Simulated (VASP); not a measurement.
# BAs (F-43m) in VASP: a series of runs

The runs below take BAs through relaxation of cell and atoms, single point, with PBEsol, RPBE.

All numbers are computed with VASP 6.6.1; they aren't measurements. Logs are shortened: lines on timing, memory, paths and dates and some standing lists are left out, and cuts for length are marked.

## 1. The cell of the first run

Symmetry: F-43m, No. 216, cubic system. Conventional cell: a = 4.768 Å, b = 4.768 Å, c = 4.768 Å, α = 90.00°, β = 90.00°, γ = 90.00°. Within 2.7 Å of B (site symmetry -43m) lie 4 As at 2.06 Å. As (site symmetry -43m) has 4 B at 2.06 Å within 2.7 Å.

## 2. Relaxation of cell and atoms, PBEsol, target pressure 50 GPa, at which the enthalpy is minimised

INCAR reads:

```
SYSTEM = BAs
  PREC = Accurate
  ENCUT = 500
  EDIFF = 1E-7
  ISMEAR = 0
  SIGMA = 0.01
  LREAL = .FALSE.
  LASPH = .TRUE.
  NELM = 120
  ALGO = Normal
  ISIF = 3
  LWAVE = .FALSE.
  LCHARG = .FALSE.
  GGA = PS
  IBRION = 2
  NSW = 80
  EDIFFG = -0.001
  PSTRESS = 500.0
  GGA_COMPAT = .FALSE.
  NELMIN = 4
```

KPOINTS reads:

```
Automatic mesh
0
G
  10 10 10
  0 0 0
```

POSCAR reads:

```
BAs
1.0
    0.0000000000      2.3839378997      2.3839378997
    2.3839378997      0.0000000000      2.3839378997
    2.3839378997      2.3839378997      0.0000000000
B As
1 1
Direct
    0.0000000000      0.0000000000      0.0000000000
    0.7500000000      0.7500000000      0.7500000000
```

Potentials or basis: VASP PAW PBE potentials, release 64 (B, As).

Run with:

```sh
$ cat potpaw_PBE.64/B/POTCAR potpaw_PBE.64/As/POTCAR > POTCAR
$ mpirun -np 1 vasp_std > vasp.out
```

OUTCAR:

```text
SYSTEM = BAs
   PREC = Accurate
   ENCUT = 500
   EDIFF = 1E-7
   ISMEAR = 0
   LREAL = .FALSE.
   LASPH = .TRUE.
   NELM = 120
   ISIF = 3
   GGA = PS
   IBRION = 2
   NSW = 80
   EDIFFG = -0.001
   PSTRESS = 500.0
   NELMIN = 4

 ion  position               nearest neighbor table
   1  0.000  0.000  0.000-   2 2.06   2 2.06   2 2.06   2 2.06
   2  0.750  0.750  0.750-   1 2.06   1 2.06   1 2.06   1 2.06

  LATTYP: Found a face centered cubic cell.
 ALAT       =     4.7678757994

  Lattice vectors:

 A1 = (   0.0000000000,   2.3839378997,   2.3839378997)
 A2 = (   2.3839378997,   0.0000000000,   2.3839378997)
 A3 = (   2.3839378997,   2.3839378997,   0.0000000000)

Analysis of symmetry for initial positions (statically):
=====================================================================
 Subroutine PRICEL returns:
 Original cell was already a primitive cell.

 Routine SETGRP: Setting up the symmetry group for a
 face centered cubic supercell.

 Subroutine GETGRP returns: Found 24 space group operations
 (whereof 24 operations were pure point group operations)
 out of a pool of 48 trial point group operations.

The static configuration has the point symmetry T_d .

Analysis of symmetry for dynamics (positions and initial velocities):
=====================================================================
 Subroutine PRICEL returns:
 Original cell was already a primitive cell.

 Routine SETGRP: Setting up the symmetry group for a
 face centered cubic supercell.

 Subroutine GETGRP returns: Found 24 space group operations
 (whereof 24 operations were pure point group operations)
 out of a pool of 48 trial point group operations.

The dynamic configuration has the point symmetry T_d .

 Subroutine INISYM returns: Found 24 space group operations
 (whereof 24 operations are pure point group operations),
 and found     1 'primitive' translations

----------------------------------------------------------------------------------------

                                     Primitive cell

  volume of cell :      27.0966

  direct lattice vectors                    reciprocal lattice vectors
     0.000000000  2.383937900  2.383937900    -0.209737007  0.209737007  0.209737007
     2.383937900  0.000000000  2.383937900     0.209737007 -0.209737007  0.209737007
     2.383937900  2.383937900  0.000000000     0.209737007  0.209737007 -0.209737007

  length of vectors
     3.371397310  3.371397310  3.371397310     0.363275152  0.363275152  0.363275152

  position of ions in fractional coordinates (direct lattice)
     0.000000000  0.000000000  0.000000000
     0.750000000  0.750000000  0.750000000

  ion indices of the primitive-cell ions
   primitive index   ion index
                 1           1
[... 94 lines left out ...]
  volume/ion in A,a.u.               =      13.55        91.43
  Fermi-wavevector in a.u.,A,eV,Ry     =   1.090101  2.059991 16.168064  1.188319
  Thomas-Fermi vector in A             =   2.226318
   LORBIT       =      0    0 simple, 1 ext, 2 COOP (PROOUT), +10 PAW based schemes
   GGA     = PS    functional components
   LHFCALC =     F    Hartree Fock is set to
   AEXX    =    0.0000 exact exchange contribution
   IVDW    =     0    specifies the selected vdW correction
   LEPSILON=     F    determine dielectric tensor
   LRPA    =     F    only Hartree local field effects (RPA)
 conjugate gradient relaxation of ions
 non-spin polarized calculation
 Gauss-broadening in eV      SIGMA  =   0.01
  energy-cutoff  :      500.00
  volume of cell :       27.10
 maximum number of plane-waves:       701
 NGX is ok and might be reduce to    28
   NGX = 13   NGY = 13   NGZ = 13

--------------------------------------- Ionic step        1  -------------------------------------------

 number of electron       8.0000000 magnetization

 Free energy of the ion-electron system (eV)
  ---------------------------------------------------
  ext. energy  EPLUGINS =         0.00000000
  ---------------------------------------------------
  free energy    TOTEN  =       -12.20311485 eV

  energy without entropy =      -12.20311485  energy(sigma->0) =      -12.20311485

------------------------ aborting loop because EDIFF is reached ----------------------------------------

  FORCE on cell =-STRESS in cart. coord.  units (eV):
  Direction    XX          YY          ZZ          XY          YZ          ZX
  --------------------------------------------------------------------------------------
  -------------------------------------------------------------------------------------
  Total        0.1491910      0.1491910      0.1491910     -0.0000000      0.0000000      0.0000000
  in kB        8.8214186      8.8214186      8.8214186     -0.0000000      0.0000000      0.0000000
  external PRESSURE =    -491.1785814 kB  Pullay stress =     500.0000000 kB
[... 25 lines left out ...]
--------------------------------------- Ionic step        2  -------------------------------------------

 number of electron       8.0000000 magnetization

 E-fermi :  16.0846     XC(G=0): -13.8499

 val. band max:       15.9222549653   @ k =   0.0000   0.0000   0.0000
 cond. band min:      16.2647052514   @ k =   0.5000   0.5000   0.0000
 fundamental gap:      0.3424502861
 Fermi energy:        16.0846158797

 k-point     1 :       0.0000    0.0000    0.0000
  band No.  band energies     occupation
      1      -7.6573      2.00000
      2      15.9223      2.00000
      3      15.9223      2.00000
      4      15.9223      2.00000
      5      20.8188      0.00000
      6      20.8188      0.00000
      7      20.8188      0.00000
      8      27.6807      0.00000
[... 324 lines left out ...]
  energy  without entropy=      -11.7010805971  energy(sigma->0) =      -11.70108060

  enthalpy is  TOTEN    =        -4.6767714699 eV   P V=        7.0243091272

[... ionic steps 4 to 13 ...]

--------------------------------------- Ionic step       14  -------------------------------------------

 number of electron       8.0000000 magnetization

------------------------ aborting loop because EDIFF is reached ----------------------------------------
[... 71 lines left out ...]
--------------------------------------- Ionic step       16  -------------------------------------------

 number of electron       8.0000000 magnetization

 Free energy of the ion-electron system (eV)
  ---------------------------------------------------
  ext. energy  EPLUGINS =         0.00000000
  ---------------------------------------------------
  free energy    TOTEN  =       -11.49250692 eV

  energy without entropy =      -11.49250692  energy(sigma->0) =      -11.49250692

 E-fermi :   8.9118     XC(G=0): -11.7125

 val. band max:        8.7688825868   @ k =   0.0000   0.0000   0.0000
 cond. band min:       9.6054889184   @ k =   0.4000   0.4000   0.0000
 fundamental gap:      0.8366063316
 Fermi energy:         8.9117919926

 k-point     1 :       0.0000    0.0000    0.0000
  band No.  band energies     occupation
      1      -8.9348      2.00000
      2       8.7689      2.00000
      3       8.7689      2.00000
      4       8.7689      2.00000
      5      12.3424      0.00000
      6      12.3424      0.00000
      7      12.3424      0.00000
      8      16.4027      0.00000
[... 286 lines left out ...]
  energy  without entropy=      -11.4925069219  energy(sigma->0) =      -11.49250692

  enthalpy is  TOTEN    =        -4.7012225697 eV   P V=        6.7912843522

 reached required accuracy - stopping structural energy minimisation
```

OSZICAR:

```text
N       E                     dE             d eps       ncg     rms          rms(c)
DAV:   1     0.129924796655E+02    0.12992E+02   -0.39408E+03   752   0.872E+02
DAV:   2    -0.124787979694E+02   -0.25471E+02   -0.24296E+02  1200   0.108E+02
DAV:   3    -0.128211777726E+02   -0.34238E+00   -0.34238E+00   872   0.166E+01
[... 111 lines left out ...]
       N       E                     dE             d eps       ncg     rms          rms(c)
DAV:   1    -0.114925098355E+02    0.43865E-02   -0.11168E-04   832   0.870E-02    0.111E-02
DAV:   2    -0.114925074803E+02    0.23552E-05   -0.31955E-06   800   0.122E-02    0.535E-03
DAV:   3    -0.114925068828E+02    0.59745E-06   -0.20835E-06   832   0.818E-03    0.227E-03
DAV:   4    -0.114925069219E+02   -0.39119E-07   -0.59697E-08   424   0.182E-03
  16 F= -.47012226E+01 E0= -.47012226E+01  d E =-.242472E-03
```

CONTCAR:

```text
BAs
   1.00000000000000
    -0.0000000000000000    2.2159204514033068    2.2159204514033068
     2.2159204514033068   -0.0000000000000000    2.2159204514033068
     2.2159204514033068    2.2159204514033068   -0.0000000000000000
  B               As
     1     1
Direct
     0.0000000000000000    0.0000000000000000    0.0000000000000000
     0.7500000000000000    0.7500000000000000    0.7500000000000000

  0.00000000E+00  0.00000000E+00  0.00000000E+00
  0.00000000E+00  0.00000000E+00  0.00000000E+00
```

It took 2.7 min on 1 thread of Intel Xeon 8259CL, shared host; peak memory 0.17 GiB.

What came out:

- Free energy: -11.4925 eV
- Relaxed volume: 10.88 Å³/atom
- Relaxed cell: a = 3.134 Å, b = 3.134 Å, c = 3.134 Å, α = 60.00°, β = 60.00°, γ = 60.00°
- Space group after relaxing (to 0.05 Å): F-43m (No. 216)
- Energy change on relaxing (the enthalpy is what falls): +355.3 meV/atom
- Ionic steps: 16
- Pressure after relaxing: 50.0 GPa
- Band gap on the k mesh: 0.84 eV, indirect (least direct gap 3.57 eV)

Step by step:
| step | energy change (eV) | largest force (eV/Å) | pressure (GPa) | volume (Å³) |
| --- | --- | --- | --- | --- |
| 1 | 0.0000 | 0.0000 | 0.88 | 27.10 |
| 2 | 8.6446 | 0.0000 | 360.26 | 13.85 |
| 3 | 0.5020 | 0.0000 | 39.77 | 22.51 |
| 4 | 0.6390 | 0.0000 | 46.59 | 22.00 |
| 5 | 0.7112 | 0.0000 | 50.03 | 21.76 |
| 6 | 0.6807 | 0.0000 | 48.58 | 21.86 |
| 7 | 0.6825 | 0.0000 | 48.67 | 21.85 |
| 8 | 0.6882 | 0.0000 | 48.94 | 21.83 |
| 9 | 0.6883 | 0.0000 | 48.95 | 21.83 |
| 10 | 0.6886 | 0.0000 | 48.96 | 21.83 |
| 11 | 0.6891 | 0.0000 | 48.99 | 21.83 |
| 12 | 0.6903 | 0.0000 | 49.04 | 21.83 |
| 13 | 0.6925 | 0.0000 | 49.15 | 21.82 |
| 14 | 0.6971 | 0.0000 | 49.36 | 21.81 |
| 15 | 0.7062 | 0.0000 | 49.79 | 21.78 |
| 16 | 0.7106 | 0.0000 | 50.00 | 21.76 |

Final structure:
```yaml
crystal:
  lattice:
    - [0.00000, 2.21592, 2.21592]
    - [2.21592, 0.00000, 2.21592]
    - [2.21592, 2.21592, 0.00000]
  atoms:
    - { symbol: B, position: [0.00000, 0.00000, 0.00000] }
    - { symbol: As, position: [0.75000, 0.75000, 0.75000] }
```

Caveat: the cell is relaxed towards a set pressure, so the enthalpy falls and the energy may rise; the volume moved by over 15 % at a fixed basis, so the end points are rough; the PAW data sets were made with another functional, which shifts forces and pressure a little.

## 3. Single point, RPBE

This run uses another cell than the first one, of 13.02 Å³/atom, 0.961 times its volume.

INCAR reads:

```
SYSTEM = BAs
PREC     = Accurate       ! precision mode
ENCUT    = 500            ! plane-wave cutoff, eV
EDIFF    = 1E-6           ! SCF threshold, eV
ISMEAR   = 0              ! smearing method
SIGMA    = 0.01           ! smearing width, eV
LREAL    = .FALSE.        ! projectors in reciprocal space
LASPH    = .TRUE.         ! aspherical terms in the spheres
NELM     = 120            ! most SCF steps
ALGO     = Normal         ! electronic algorithm
ISIF     = 2              ! what is computed and relaxed
LWAVE    = .FALSE.        ! write WAVECAR
LCHARG   = .TRUE.         ! write CHGCAR
GGA      = RP             ! functional
LELF     = .TRUE.         ! ELF
LVHAR    = .TRUE.       
NBANDS   = 11             ! bands
GGA_COMPAT= .FALSE.
```

KPOINTS reads:

```
regular mesh
0
G
  10 10 10
  0 0 0
```

POSCAR reads:

```
BAs
1.0
    0.0000000000      2.3528053350      2.3528053350
    2.3528053350      0.0000000000      2.3528053350
    2.3528053350      2.3528053350      0.0000000000
B As
1 1
Direct
    0.0000000000      0.0000000000      0.0000000000
    0.7500000000      0.7500000000      0.7500000000
```

Potentials or basis: VASP PAW PBE potentials, release 64 (B, As).

Run with:

```sh
$ cat potpaw_PBE.64/B/POTCAR potpaw_PBE.64/As/POTCAR > POTCAR
$ mpirun -np 1 vasp_std > vasp.out
```

OUTCAR:

```text
SYSTEM = BAs
   PREC = Accurate
   ENCUT = 500
   EDIFF = 1E-6
   ISMEAR = 0
   LREAL = .FALSE.
   LASPH = .TRUE.
   NELM = 120
   ISIF = 2
   GGA = RP

 ion  position               nearest neighbor table
   1  0.000  0.000  0.000-   2 2.04   2 2.04   2 2.04   2 2.04
   2  0.750  0.750  0.750-   1 2.04   1 2.04   1 2.04   1 2.04

  LATTYP: Found a face centered cubic cell.
 ALAT       =     4.7056106700

  Lattice vectors:

 A1 = (   0.0000000000,   2.3528053350,   2.3528053350)
 A2 = (   2.3528053350,   0.0000000000,   2.3528053350)
 A3 = (   2.3528053350,   2.3528053350,   0.0000000000)
[... 512 lines left out ...]
      7      15.9381      0.00000
      8      16.1363      0.00000
      9      19.2860      0.00000
     10      22.8657      0.00000
     11      23.2348      0.00000

 [... further k-points ...]
[... 5 lines left out ...]
  --------------------------------------------------------------------------------------
  -------------------------------------------------------------------------------------
  Total        2.1784712      2.1784712      2.1784712      0.0000000     -0.0000000      0.0000000
  in kB      133.9906291    133.9906291    133.9906291      0.0000000     -0.0000000      0.0000000
  external PRESSURE =     133.9906291 kB  Pullay stress =       0.0000000 kB

 VOLUME and BASIS-vectors are now :
 -----------------------------------------------------------------------------
  energy-cutoff  :      500.00
  volume of cell :       26.05
      direct lattice vectors                 reciprocal lattice vectors
     0.000000000  2.352805335  2.352805335    -0.212512269  0.212512269  0.212512269
     2.352805335  0.000000000  2.352805335     0.212512269 -0.212512269  0.212512269
     2.352805335  2.352805335  0.000000000     0.212512269  0.212512269 -0.212512269

 POSITION                                       TOTAL-FORCE (eV/Angst)
 -----------------------------------------------------------------------------------
      0.00000      0.00000      0.00000        -0.000000     -0.000000     -0.000000
      3.52921      3.52921      3.52921         0.000000      0.000000      0.000000
 -----------------------------------------------------------------------------------
    total drift:                               -0.000000     -0.000000     -0.000000

  FREE ENERGIE OF THE ION-ELECTRON SYSTEM (eV)
  ---------------------------------------------------
  free  energy   TOTEN  =       -10.6547142632 eV

  energy  without entropy=      -10.6547142632  energy(sigma->0) =      -10.65471426
```

stdout:

```text
POSCAR found type information on POSCAR B As
 POSCAR found :  2 types and       2 ions
 scaLAPACK will be used
 -----------------------------------------------------------------------------
|                                                                             |
|                                                                             |
|     You enforced a specific xc type in the INCAR file but a different       |
|     I HOPE YOU KNOW WHAT YOU ARE DOING!                                     |
|                                                                             |
 -----------------------------------------------------------------------------

 LDA part: xc-table for (Slater+PW92), standard interpolation
 POSCAR, INCAR and KPOINTS ok, starting setup
 FFT: planning ... GRIDC
 FFT: planning ... GRID_SOFT
 FFT: planning ... GRID
 WAVECAR not read
 entering main loop
```

Wall time 13 s (1 thread of Intel Xeon 8259CL, shared host); peak memory 0.14 GiB.

Results:

```yaml
Free_energy: -10.6547 eV
Pressure: 13.4 GPa
Band_gap_on_the_k_mesh: 1.15 eV, indirect (least direct gap 3.33 eV)
```

Caveat: the PAW data sets were made with another functional, which shifts forces and pressure a little. A k mesh can miss the band edges.
